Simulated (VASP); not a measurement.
Set up this calculation in VASP 6.6.1, as the native input.

- Task: relaxation of cell and atoms
- Functional: PBE
- Potentials or basis: VASP PAW PBE potentials, release 64 (Mg, Si, N)
- Cutoff: 600 eV
- k mesh: 12 × 12 × 6
- Occupations: gaussian, width 0.1 eV
- Spin: no spin polarisation
- Dipole correction: no
- Further INCAR settings: ALGO = Normal; EDIFF = 1e-07; IBRION = 2; EDIFFG = -0.01; NSW = 100; ISIF = 3

The structure of Mg2Si3N lies in POSCAR:

```
Mg2Si3N
1.0
    3.8465632253      0.0000000000      0.0000000000
   -1.9232816126      3.3312214703      0.0000000000
    0.0000000000      0.0000000000      7.6696217201
Mg Si N
2 3 1
Direct
    0.6666666667      0.3333333333      0.7312589426
    0.6666666667      0.3333333333      0.2687410574
    0.0000000000      0.0000000000      0.0000000000
    0.3333333333      0.6666666667      0.5000000000
    0.3333333333      0.6666666667      0.0000000000
    0.0000000000      0.0000000000      0.5000000000
```

One way to write it, as run:

INCAR

```
ALGO = Normal
EDIFF = 1E-7
EDIFFG = -0.01
ENCUT = 600
GGA = PE
IBRION = 2
ISIF = 3
ISMEAR = 0
LASPH = T
LCHARG = F
LREAL = F
LWAVE = F
NELM = 80
NSW = 100
PREC = Accurate
SIGMA = 0.1
```

KPOINTS

```
k-points
0
Gamma
  12 12 6
```

Potentials or basis: VASP PAW PBE potentials, release 64 (Mg, Si, N).

The run is started by

```sh
$ cat potpaw_PBE.64/Mg/POTCAR potpaw_PBE.64/Si/POTCAR potpaw_PBE.64/N/POTCAR > POTCAR
$ mpirun -np 1 vasp_std > vasp.out
```

Results of the run:

```yaml
Relaxed_volume: 16.32 Å³/atom
Relaxed_cell: a = 3.846 Å, b = 3.846 Å, c = 7.641 Å, α = 90.00°, β = 90.00°, γ = 120.00°
Space_group_after_relaxing_to_0.05_Å: P-6m2 (No. 187)
Energy_gained_by_relaxing: 0.1 meV/atom
Ionic_steps: 5
Pressure_after_relaxing: 0.0 GPa
```

Wall time 7.1 min on 1 thread of Intel Xeon 8259CL, with other jobs on the host, peak memory 0.36 GiB.
